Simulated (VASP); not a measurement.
# Mo2W (P-3m1) in VASP: single point with PBE

Aim: the single point of Mo2W with PBE.

Program: VASP 6.6.1. These are calculated values, not measurements. Logs are shortened: lines on timing, memory, paths and dates and some standing lists are left out, and cuts for length are marked.

### Step 1. The cell of the first run

It takes space group P-3m1 (No. 164, trigonal). Conventional cell: a = 3.003 Å, b = 3.003 Å, c = 6.277 Å, α = 90.00°, β = 90.00°, γ = 120.00°. Within 3.6 Å of Mo (site symmetry 3m) lie 9 Mo at 2.71 to 3.00 Å and 3 W at 2.72 Å. Within 3.6 Å of W (site symmetry -3m) lie 6 Mo at 2.72 Å and 6 W at 3.00 Å.

### Step 2. Single point, PBE

POSCAR reads:

```
Mo2W
1.0
    3.0027494472      0.0000000000      0.0000000000
   -1.5013747236      2.6004573025      0.0000000000
    0.0000000000      0.0000000000      6.2765865323
Mo W
2 1
Direct
    0.6666666667      0.3333333333      0.8341632178
    0.3333333333      0.6666666667      0.1658367822
    0.0000000000      0.0000000000      0.5000000000
```

INCAR.step1 reads:

```
SYSTEM = Mo2W
PREC     = Accurate       ! precision mode
ENCUT    = 520            ! plane-wave cutoff, eV
EDIFF    = 1E-6           ! SCF threshold, eV
ISMEAR   = 0              ! smearing method
SIGMA    = 0.1            ! smearing width, eV
LREAL    = .False.        ! projectors in reciprocal space
LASPH    = .True.         ! aspherical terms in the spheres
NELM     = 100            ! most SCF steps
ALGO     = Fast           ! electronic algorithm
ISIF     = 2              ! what is computed and relaxed
LWAVE    = .False.        ! write WAVECAR
LCHARG   = .True.         ! write CHGCAR
LMAXMIX  = 4              ! l up to which the mixer works
GGA      = PE             ! functional
NBANDS   = 28             ! bands
```

KPOINTS.step1 reads:

```
Automatic mesh
0
Gamma
  18 18 8
  0 0 0
```

INCAR.step2 reads:

```
SYSTEM = Mo2W
PREC     = Accurate       ! precision mode
ENCUT    = 520            ! plane-wave cutoff, eV
EDIFF    = 1E-6           ! SCF threshold, eV
ISMEAR   = -5             ! smearing method
SIGMA    = 0.1            ! smearing width, eV
LREAL    = .False.        ! projectors in reciprocal space
LASPH    = .True.         ! aspherical terms in the spheres
NELM     = 100            ! most SCF steps
ALGO     = Fast           ! electronic algorithm
ISIF     = 2              ! what is computed and relaxed
LWAVE    = .False.        ! write WAVECAR
LCHARG   = .False.        ! write CHGCAR
LMAXMIX  = 4              ! l up to which the mixer works
GGA      = PE             ! functional
LORBIT   = 10             ! projections on sites
NEDOS    = 2001           ! points of the DOS
ICHARG   = 11             ! starting density
```

KPOINTS.step2 reads:

```
Automatic mesh
0
Gamma
  27 27 12
  0 0 0
```

Potentials or basis: VASP PAW PBE potentials, release 64 (Mo_sv, W_sv).

The run is started by

```console
cat potpaw_PBE.64/Mo_sv/POTCAR potpaw_PBE.64/W_sv/POTCAR > POTCAR
cp INCAR.step1 INCAR
cp KPOINTS.step1 KPOINTS
mpirun -np 1 vasp_std > vasp.out
cp INCAR.step2 INCAR
cp KPOINTS.step2 KPOINTS
mpirun -np 1 vasp_std > vasp.out
```

OUTCAR:

```text
SYSTEM = Mo2W
   PREC = Accurate
   ENCUT = 520
   EDIFF = 1E-6
   ISMEAR = -5
   LREAL = .False.
   LASPH = .True.
   NELM = 100
   ISIF = 2
   GGA = PE
   LORBIT = 10
   ICHARG = 11

 ion  position               nearest neighbor table
   1  0.667  0.333  0.834-   2 2.71   2 2.71   2 2.71   3 2.72   3 2.72   3 2.72
   2  0.333  0.667  0.166-   1 2.71   1 2.71   1 2.71   3 2.72   3 2.72   3 2.72
   3  0.000  0.000  0.500-   1 2.72   2 2.72   1 2.72   2 2.72   1 2.72   2 2.72

  LATTYP: Found a hexagonal cell.
 ALAT       =     3.0027494472
 C/A-ratio  =     2.0902798061

  Lattice vectors:

 A1 = (   3.0027494472,   0.0000000000,   0.0000000000)
 A2 = (  -1.5013747236,   2.6004573025,   0.0000000000)
 A3 = (   0.0000000000,   0.0000000000,   6.2765865323)

Analysis of symmetry for initial positions (statically):
=====================================================================
 Subroutine PRICEL returns:
 Original cell was already a primitive cell.

 Routine SETGRP: Setting up the symmetry group for a
 hexagonal supercell.

 Subroutine GETGRP returns: Found 12 space group operations
 (whereof 12 operations were pure point group operations)
 out of a pool of 24 trial point group operations.

The static configuration has the point symmetry D_3d.

Analysis of symmetry for dynamics (positions and initial velocities):
=====================================================================
 Subroutine PRICEL returns:
 Original cell was already a primitive cell.

 Routine SETGRP: Setting up the symmetry group for a
 hexagonal supercell.

 Subroutine GETGRP returns: Found 12 space group operations
 (whereof 12 operations were pure point group operations)
 out of a pool of 24 trial point group operations.

The dynamic configuration has the point symmetry D_3d.

 Subroutine INISYM returns: Found 12 space group operations
 (whereof 12 operations are pure point group operations),
 and found     1 'primitive' translations

----------------------------------------------------------------------------------------

                                     Primitive cell

  volume of cell :      49.0109

  direct lattice vectors                    reciprocal lattice vectors
     3.002749447  0.000000000  0.000000000     0.333028119  0.192273874  0.000000000
    -1.501374724  2.600457303  0.000000000     0.000000000  0.384547748  0.000000000
     0.000000000  0.000000000  6.276586532     0.000000000  0.000000000  0.159322268

  length of vectors
     3.002749447  3.002749447  6.276586532     0.384547748  0.384547748  0.159322268

  position of ions in fractional coordinates (direct lattice)
     0.666666667  0.333333333  0.834163218
     0.333333333  0.666666667  0.165836782
     0.000000000  0.000000000  0.500000000

  ion indices of the primitive-cell ions
   primitive index   ion index
                 1           1
                 2           2
                 3           3

----------------------------------------------------------------------------------------

 KPOINTS: Automatic mesh

Automatic generation of k-mesh.
 Grid dimensions read from file:
 generate k-points for:   27   27   12

 Generating k-lattice:

  Cartesian coordinates                     Fractional coordinates (reciprocal lattice)
     0.012334375  0.007121255  0.000000000     0.037037037  0.000000000  0.000000000
     0.000000000  0.014242509  0.000000000     0.000000000  0.037037037  0.000000000
     0.000000000  0.000000000  0.013276856     0.000000000  0.000000000  0.083333333

  Length of vectors
     0.014242509  0.014242509  0.013276856

  Shift w.r.t. Gamma in fractional coordinates (k-lattice)
     0.000000000  0.000000000  0.000000000

 TETIRR: Found  12968 inequivalent tetrahedra from    52488

 Subroutine IBZKPT returns following result:
 ===========================================

 Found    830 irreducible k-points:

 Following reciprocal coordinates:
            Coordinates               Weight
  0.000000  0.000000  0.000000      1.000000
  0.037037  0.000000  0.000000      6.000000
  0.074074  0.000000  0.000000      6.000000
  0.111111  0.000000  0.000000      6.000000
  0.148148  0.000000  0.000000      6.000000
  0.185185  0.000000  0.000000      6.000000
[... 16 lines left out ...]
  0.333333  0.037037  0.000000     12.000000
  0.370370  0.037037  0.000000     12.000000
 [... further k-points ...]
   k-points           NKPTS =    830   k-points in BZ     NKDIM =    830   number of bands    NBANDS=     25
   number of dos      NEDOS =   2001   number of ions     NIONS =      3
   total plane-waves  NPLWV =  27648
   dimension x,y,z NGX =    24 NGY =   24 NGZ =   48
   dimension x,y,z NGXF=    48 NGYF=   48 NGZF=   96
   ions per type =               2   1
   NGX,Y,Z   is equivalent  to a cutoff of  13.29, 13.29, 12.71 a.u.
   NGXF,Y,Z  is equivalent  to a cutoff of  26.57, 26.57, 25.43 a.u.
 SYSTEM =  Mo2W
   PREC   = accura    normal or accurate (medium, high low for compatibility)
   ISTART =      0    job   : 0-new  1-cont  2-samecut
   ICHARG =     11    charge: 1-file 2-atom 10-const
   ISPIN  =      1    spin polarized calculation?
   LNONCOLLINEAR =      F non collinear calculations
   LSORBIT =      F    spin-orbit coupling
   LASPH  =      T    aspherical Exc in radial PAW
   ENCUT  =  520.0 eV  38.22 Ry    6.18 a.u.   5.58  5.58 11.67*2*pi/ulx,y,z
   NELM   =    100;   NELMIN=  2; NELMDL=  0     # of ELM steps
   EDIFF  = 0.1E-05   stopping-criterion for ELM
   LREAL  =      F    real-space projection
   EDIFFG = 0.1E-04   stopping-criterion for IOM
   NSW    =      0    number of steps for IOM
   IBRION =     -1    ionic relax: 0-MD 1-quasi-New 2-CG
   NFREE  =      0    steps in history (QN), initial steepest desc. (CG)
   ISIF   =      2    stress and relaxation
   ISYM   =      2    0-nonsym 1-usesym 2-fastsym
   POTIM  = 0.5000    time-step for ionic-motion
   TEBEG  =    0.0;   TEEND  =   0.0 temperature during run
   PSTRESS=    0.0 pullay stress
   NELECT =      42.0000    total number of electrons
   NUPDOWN=      -1.0000    fix difference up-down
   EMIN   =  10.00;   EMAX   =-10.00  energy-range for DOS
   EFERMI =   0.00;   METHOD = LEGACY
   ISMEAR =    -5;   SIGMA  =   0.10  broadening in eV -4-tet -1-fermi 0-gaus
   EFERMI_NEDOS =   21; number of points for ismear=-14 and -15
   IALGO  =     68    algorithm
   IMIX   =      4    mixing-type and parameters
     AMIX     =   0.40;   BMIX     =  1.00
     AMIX_MAG =   1.60;   BMIX_MAG =  1.00
  volume/ion in A,a.u.               =      16.34       110.25
  Fermi-wavevector in a.u.,A,eV,Ry     =   1.554988  2.938502 32.898735  2.417989
  Thomas-Fermi vector in A             =   2.658995
   LORBIT       =     10    0 simple, 1 ext, 2 COOP (PROOUT), +10 PAW based schemes
   GGA     = PE    functional components
   LHFCALC =     F    Hartree Fock is set to
   AEXX    =    0.0000 exact exchange contribution
   IVDW    =     0    specifies the selected vdW correction
   LEPSILON=     F    determine dielectric tensor
   LRPA    =     F    only Hartree local field effects (RPA)
 non-spin polarized calculation
 RMM-DIIS sequential band-by-band and
 Fermi weights with tetrahedron method with Bloechl corrections
  energy-cutoff  :      520.00
  volume of cell :       49.01
 maximum number of plane-waves:      1356
 NGX is ok and might be reduce to    24

 number of electron      41.9999998 magnetization

 Free energy of the ion-electron system (eV)
  ---------------------------------------------------
  ext. energy  EPLUGINS =         0.00000000
  ---------------------------------------------------
  free energy    TOTEN  =       -33.67764336 eV

  energy without entropy =      -33.67764336  energy(sigma->0) =      -33.67764336

 E-fermi :  11.4234     XC(G=0): -13.2240

 val. band max:       11.5149368094   @ k =   0.4815   0.0370   0.5000
 cond. band min:      11.3555890864   @ k =   0.1852   0.0000   0.5000
 fundamental gap:     -0.1593477230
 Fermi energy:        11.4234350595

 k-point     1 :       0.0000    0.0000    0.0000
  band No.  band energies     occupation
      1     -62.5141      2.00000
      2     -49.4988      2.00000
      3     -49.3166      2.00000
      4     -26.8449      2.00000
      5     -26.4527      2.00000
      6     -26.4527      2.00000
[... 17 lines left out ...]
     24      12.3449      0.00000
     25      13.6797      0.00000

 k-point     2 :       0.0370    0.0000    0.0000
  band No.  band energies     occupation
      1     -62.5136      2.00000
      2     -49.4972      2.00000
      3     -49.3161      2.00000
      4     -26.8437      2.00000
      5     -26.4609      2.00000
      6     -26.4546      2.00000
[... 17 lines left out ...]
     24      12.3539      0.00000
     25      13.5684      0.00000

 k-point     3 :       0.0741    0.0000    0.0000
  band No.  band energies     occupation
      1     -62.5122      2.00000
      2     -49.4927      2.00000
      3     -49.3148      2.00000
      4     -26.8402      2.00000
      5     -26.4847      2.00000
      6     -26.4600      2.00000
[... 552 lines left out ...]
 k-point    23 :       0.3333    0.0370    0.0000
  band No.  band energies     occupation
      1     -62.4850      2.00000
      2     -49.3977      2.00000
      3     -49.2996      2.00000
      4     -26.9081      2.00000
      5     -26.7721      2.00000
      6     -26.5652      2.00000
[... 17 lines left out ...]
     24      13.2635      0.00000
     25      13.6280      0.00000

 k-point    24 :       0.3704    0.0370    0.0000
  band No.  band energies     occupation
      1     -62.4819      2.00000
      2     -49.3846      2.00000
      3     -49.3003      2.00000
      4     -26.9530      2.00000
      5     -26.7642      2.00000
      6     -26.5768      2.00000
[... 17 lines left out ...]
     24      13.6086      0.00000
     25      14.1666      0.00000

 [... further k-points ...]

------------------------ aborting loop because EDIFF is reached ----------------------------------------

  FORCE on cell =-STRESS in cart. coord.  units (eV):
  Direction    XX          YY          ZZ          XY          YZ          ZX
  --------------------------------------------------------------------------------------
  -------------------------------------------------------------------------------------
  Total        0.0878683      0.0878683      0.1078945      0.0000000     -0.0000000      0.0000000
  in kB        2.8724362      2.8724362      3.5270992      0.0000000     -0.0000000      0.0000000
  external PRESSURE =       3.0906572 kB  Pullay stress =       0.0000000 kB

 VOLUME and BASIS-vectors are now :
 -----------------------------------------------------------------------------
  energy-cutoff  :      520.00
  volume of cell :       49.01
      direct lattice vectors                 reciprocal lattice vectors
     3.002749447  0.000000000  0.000000000     0.333028119  0.192273874  0.000000000
    -1.501374724  2.600457303  0.000000000     0.000000000  0.384547748  0.000000000
     0.000000000  0.000000000  6.276586532     0.000000000  0.000000000  0.159322268

 POSITION                                       TOTAL-FORCE (eV/Angst)
 -----------------------------------------------------------------------------------
      1.50137      0.86682      5.23570        -0.000000      0.000000      0.005902
     -0.00000      1.73364      1.04089         0.000000     -0.000000     -0.005902
      0.00000      0.00000      3.13829        -0.000000      0.000000      0.000000
 -----------------------------------------------------------------------------------
    total drift:                                0.000000      0.000000     -0.000000

  FREE ENERGIE OF THE ION-ELECTRON SYSTEM (eV)
  ---------------------------------------------------
  free  energy   TOTEN  =       -33.6776433559 eV

  energy  without entropy=      -33.6776433559  energy(sigma->0) =      -33.67764336

 total charge

# of ion       s       p       d       tot
------------------------------------------
    1        2.382   6.189   3.927  12.498
    2        2.382   6.189   3.927  12.498
    3        2.421   6.293   3.308  12.023
--------------------------------------------------
tot          7.185  18.671  11.163  37.019
```

Wall time 17 min (1 thread of Intel Xeon Platinum 8259CL at 2.50GHz (Skylake/Cascade Lake), shared host); peak memory 0.97 GiB.

Results:

- Valence electrons inside the program's atomic spheres: Mo 12.50; W 12.02

Caveat: spin-orbit coupling is left out, which moves the levels of the heavy elements; tetrahedron occupations give inexact forces and stress in metals.
